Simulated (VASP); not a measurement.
Write the native input for VASP 6.6.1 that does the following.

| Property | Result |
| --- | --- |
| Task | single point |
| Functional | PBE |
| Potentials or basis | VASP PAW PBE potentials, release 64 (Ta_pv, Al, N) |
| Cutoff | 520 eV |
| k mesh | 12 × 12 × 4 |
| Occupations | gaussian, width 0.1 eV |
| Spin | no spin polarisation |
| Dipole correction | no |
| Further INCAR settings | ALGO = Normal; EDIFF = 1e-06; NBANDS = 40 |

The structure of TaAl5N6 lies in POSCAR:

```
TaAl5N6
1.0
    2.9403967615      0.0000000000      0.0000000000
    0.0000000000      2.9403967615      0.0000000000
    0.0000000000      0.0000000000     12.5309616940
Ta Al N
1 5 6
Direct
    0.5000000000      0.5000000000      0.0000000000
    0.0000000000      0.0000000000      0.8211558270
    0.0000000000      0.0000000000      0.1788441730
    0.5000000000      0.5000000000      0.3402959301
    0.0000000000      0.0000000000      0.5000000000
    0.5000000000      0.5000000000      0.6597040699
    0.0000000000      0.0000000000      0.0000000000
    0.5000000000      0.5000000000      0.1806870969
    0.0000000000      0.0000000000      0.3399392462
    0.5000000000      0.5000000000      0.5000000000
    0.0000000000      0.0000000000      0.6600607538
    0.5000000000      0.5000000000      0.8193129031
```

These files were run (other wordings do the same):

INCAR

```
PREC     = Accurate       # precision mode
ENCUT    = 520            # plane-wave cutoff, eV
EDIFF    = 1E-6           # SCF threshold, eV
ISMEAR   = 0              # smearing method
SIGMA    = 0.1            # smearing width, eV
LREAL    = F              # projectors in reciprocal space
LASPH    = T              # aspherical terms in the spheres
NELM     = 100            # most SCF steps
ALGO     = Normal         # electronic algorithm
ISIF     = 2              # what is computed and relaxed
LWAVE    = F              # write WAVECAR
LCHARG   = F              # write CHGCAR
GGA      = PE             # functional
NBANDS   = 40             # bands
```

KPOINTS

```
regular mesh
0
Gamma
  12 12 4
```

Potentials or basis: VASP PAW PBE potentials, release 64 (Ta_pv, Al, N).

Run with:

```console
$ cat potpaw_PBE.64/Ta_pv/POTCAR potpaw_PBE.64/Al/POTCAR potpaw_PBE.64/N/POTCAR > POTCAR
$ mpirun -np 1 vasp_std > vasp.out
```

Results of the run:

The pressure is 0.0 GPa. The largest force is 0.019 eV/Å. The band gap on the k mesh is zero (band 28 reaches 13.72 eV, above the bottom of band 29 at 9.66 eV).

Caveat: spin-orbit coupling is left out, which moves the levels of the heavy elements.

Run time: 4.7 min on 1 thread of Intel(R) Xeon(R) Platinum 8488C (Sapphire Rapids) (shared host), peak memory 0.43 GiB.
